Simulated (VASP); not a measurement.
Set up this calculation in VASP 6.6.1, as the native input.

* Task: single point
* Functional: r2SCAN
* Dispersion: D3(BJ)
* Potentials or basis: VASP PAW PBE potentials, release 64 (Si, O, Ti_sv)
* Cutoff: 580 eV
* k mesh: 2 × 2 × 2
* Occupations: fermi-dirac, width 0.02 eV
* Spin: no spin polarisation
* Dipole correction: no
* Further INCAR settings: ALGO = Normal; EDIFF = 1e-06; NBANDS = 88

TiSi8O16 (a cell with a defect):

```
Si O Ti
1.0
    -4.17730   -4.17730    0.00000
     4.17730   -4.17730    0.00000
     0.00000    0.00000    5.33100
Si O Ti
8 16 1
Direct
  0.47651 0.47996 0.00463
  0.00270 0.48520 0.26980
  0.49574 0.50632 0.50213
  0.00182 0.48954 0.74626
  0.02950 0.04614 0.00740
  0.52497 0.01966 0.24375
  0.00086 0.98203 0.50338
  0.48096 0.02001 0.73458
  0.18640 0.49227 0.00625
  0.01695 0.19370 0.27396
  0.80788 0.44991 0.01401
  0.00061 0.77178 0.28503
  0.19785 0.49518 0.50502
  0.01917 0.19393 0.73999
  0.79770 0.47981 0.50966
  0.01165 0.78463 0.73280
  0.65588 0.08122 0.95707
  0.49857 0.67819 0.24462
  0.30223 0.99674 0.00272
  0.48458 0.30482 0.26120
  0.69869 0.01278 0.51555
  0.50574 0.70012 0.75793
  0.30990 0.99048 0.48921
  0.46971 0.32040 0.73987
  0.77208 0.78164 0.01211
```

One way to write it, as run:

POSCAR

```
TiSi8O16
1.0
   -4.1773000000     -4.1773000000      0.0000000000
    4.1773000000     -4.1773000000      0.0000000000
    0.0000000000      0.0000000000      5.3310000000
Si O Ti
8 16 1
Direct
    0.4765079118      0.4799563115      0.0046308385
    0.0027011467      0.4852046777      0.2697985369
    0.4957429440      0.5063186747      0.5021305571
    0.0018162449      0.4895379791      0.7462588633
    0.0295024298      0.0461428435      0.0074027387
    0.5249693582      0.0196585115      0.2437522041
    0.0008607234     -0.0179712972      0.5033834177
    0.4809561200      0.0200122088      0.7345828175
    0.1863998276      0.4922658176      0.0062464828
    0.0169456347      0.1937038278      0.2739624836
    0.8078823642      0.4499099897      0.0140140687
    0.0006067316      0.7717771048      0.2850317014
    0.1978464558      0.4951825342      0.5050204464
    0.0191668063      0.1939332823      0.7399878072
    0.7977047375      0.4798113614      0.5096599137
    0.0116460393      0.7846331362      0.7328032264
    0.6558789170      0.0812247145     -0.0429298443
    0.4985678548      0.6781879444      0.2446212718
    0.3022278745     -0.0032632322      0.0027240668
    0.4845828645      0.3048150719      0.2611980867
    0.6986863524      0.0127834965      0.5155514913
    0.5057358820      0.7001212506      0.7579292816
    0.3098994566     -0.0095219400      0.4892052148
    0.4697093817      0.3203973859      0.7398700056
    0.7720811290      0.7816413712      0.0121136747
```

INCAR.step1

```
PREC = Accurate
ENCUT = 580
ISMEAR = -1
SIGMA = 0.02
LREAL = F
LASPH = T
NELM = 120
NBANDS = 88
GGA = PE
ALGO = Normal
EDIFF = 1E-5
LWAVE = T
LCHARG = F
GGA_COMPAT = F
```

INCAR.step2

```
PREC = Accurate
ENCUT = 580
EDIFF = 1E-6
ISMEAR = -1
SIGMA = 0.02
LREAL = F
LASPH = T
NELM = 120
ALGO = Normal
ISIF = 2
LWAVE = F
LCHARG = F
METAGGA = R2SCAN
LMIXTAU = T
IVDW = 12
VDW_S6 = 1.0
VDW_S8 = 0.78981345
VDW_A1 = 0.49484001
VDW_A2 = 5.73083694
NBANDS = 88
ISTART = 1
GGA_COMPAT = F
```

KPOINTS

```
regular mesh
0
Gamma
  2 2 2
```

Potentials or basis: VASP PAW PBE potentials, release 64 (Si, O, Ti_sv).

Command:

```sh
$ cat potpaw_PBE.64/Si/POTCAR potpaw_PBE.64/O/POTCAR potpaw_PBE.64/Ti_sv/POTCAR > POTCAR
$ cp INCAR.step1 INCAR
$ mpirun -np 1 vasp_std > vasp.out
$ cp INCAR.step2 INCAR
$ mpirun -np 1 vasp_std > vasp.out
```

Results of the run:

| Item | Value |
| --- | --- |
| Pressure | 36.0 GPa |
| Largest force | 0.894 eV/Å |
| Band gap on the k mesh | 0.29 eV |
| Dispersion energy per atom | -0.131 eV |

Caveat: the k points lie up to 0.59 Å⁻¹ apart; the PAW data sets were made with another functional, which shifts forces and pressure a little.

Run time: 14 min on 1 thread of Oxide Virtual Turin-like Processor, on a shared host, peak memory 0.35 GiB.
